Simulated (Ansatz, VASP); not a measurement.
## Two plane-wave programs on Sr

```
Sr
1.0
     4.42501    0.00000    0.00000
    -2.21251    3.83217    0.00000
     0.00000    0.00000    7.22897
Sr
2
Direct
  0.33333 0.66667 0.25000
  0.66667 0.33333 0.75000
```

Alike in both runs: task single point; functional BLYP; k mesh 10 × 10 × 5; occupations fermi-dirac, width 0.1 eV; no spin polarisation.

```csv
,VASP,Ansatz
version,VASP 6.6.1,Ansatz 0.2.0
potentials or method,"VASP PAW PBE potentials, release 64 (Sr_sv), cutoff 520 eV","plane waves (420 eV) with PAW, scalar-relativistic"
valence electrons in the cell,20,20
```

|  | VASP | Ansatz | Ansatz less VASP |
| --- | --- | --- | --- |
| pressure (GPa) | -0.7 | -0.7 | 0.00 |

VASP's potentials were made for PBE, not for BLYP.
